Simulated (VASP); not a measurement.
# H14SO6: single point with LDA

The system is H14SO6.

```xyz
21
Lattice="6.2145 0.0000 0.0000 0.0000 6.2145 0.0000 0.0000 0.0000 6.2145" Properties=species:S:1:pos:R:3 pbc="T T T"
O     4.4485    5.2057    5.6823
O     4.3718    3.2639    1.0232
O     5.3295    3.8828    3.2405
O     1.7371    4.7978    3.2107
O     2.2902    0.4029    4.9416
O     2.9010    2.7321    4.1790
H     4.5628    4.2799    6.2975
H     5.2631    5.7466    5.8953
H     4.7700    3.5521    1.9539
H     4.9097    2.4518    0.8642
H     6.3199    4.1934    3.2485
H     5.0397    4.2717    4.1102
H     1.8219    5.2943    2.4062
H     1.7683    5.6269    3.9208
H     2.4984    1.2474    4.4536
H     3.1594   -0.0840    5.2853
H     3.3140    3.2675    4.9539
H     2.5634    3.4754    3.6133
H     1.7329    2.4444    1.3000
H     1.3601    0.8363    0.1609
S     0.7771    1.3967    1.2726
```

```
Program                : VASP 6.6.1
Task                   : single point
Functional             : LDA
Potentials or basis    : VASP PAW LDA potentials, release 64 (O, H, S)
Cutoff                 : 520 eV
k mesh                 : 1 × 1 × 1
Occupations            : fermi-dirac, width 0.05 eV
Spin                   : no spin polarisation
Dipole correction      : no
Further INCAR settings : ALGO = Normal; EDIFF = 1e-06; NBANDS = 44
```

```yaml
Pressure: -2.3 GPa
Largest_force: 2.261 eV/Å
Band_gap_on_the_k_mesh: 3.75 eV
```

Forces on the atoms (eV/Å):
```
O    1.143 -0.432  0.194
O    0.273 -0.018 -0.146
O    2.067  0.697  0.595
O   -0.865  0.516  1.820
O    0.340 -1.921  0.648
O    1.139  0.931  1.702
H   -0.569  0.776  0.192
H   -0.882 -0.395 -0.305
H   -0.482  0.237  0.127
H    0.158 -0.109 -0.216
H   -0.821 -0.385 -0.459
H   -0.647  0.046 -0.211
H    0.151  0.742 -1.663
H    0.553 -0.974 -0.185
H    0.402  0.927  0.069
H   -0.816  0.569 -0.518
H   -0.755 -1.361 -1.296
H   -0.428  0.313 -0.297
H   -0.794 -0.942 -0.091
H    0.309  0.020 -0.489
S    0.526  0.763  0.529
```

Stress tensor (GPa, compression positive):
```
-3.29 -0.97 -1.63
-0.97 -2.45 -1.80
-1.63 -1.80 -1.08
```

Levels at points of the mesh, in eV from the valence-band top:
```
           k point  band 24  band 25  band 26  band 27  band 28  band 29  band 30  band 31  band 32  band 33
(0.00, 0.00, 0.00)    -1.27    -0.96    -0.85    -0.56     0.00     3.75     5.89     6.76     7.14     7.66
```

It used 22 s of CPU time on 1 thread of AMD EPYC 7R13 Processor (Zen 3), on a shared host.

Caveat: the k points lie up to 1.01 Å⁻¹ apart.
